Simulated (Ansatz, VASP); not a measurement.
**One calculation of KBr, two programs**

```xyz
2
Lattice="0.0000 3.3024 3.3024 3.3024 0.0000 3.3024 3.3024 3.3024 0.0000" Properties=species:S:1:pos:R:3 pbc="T T T"
K     0.0000    0.0000    0.0000
Br    3.3024    3.3024    3.3024
```

Alike in both runs: task single point; functional PBEsol; k mesh 4 × 4 × 4; occupations methfessel-paxton of order 1, width 0.001 eV; no spin polarisation.

|  | VASP | Ansatz |
| --- | --- | --- |
| version | VASP 6.6.1 | Ansatz 0.2.0 |
| potentials or method | VASP PAW PBE potentials, release 64 (K_sv, Br) | plane waves |
| plane-wave cutoff (eV) | 500 | 420 |
| valence electrons in the cell | 16 | 16 |

```csv
,VASP,Ansatz,Ansatz less VASP
gap on the k mesh at the Fermi level (eV),4.27,4.28,+0.003
pressure (GPa),-0.3,-0.4,-0.05
```

VASP's potentials were made for PBE, not for PBEsol. The functional is the same, so the differences come from potentials, cutoffs and numerics.
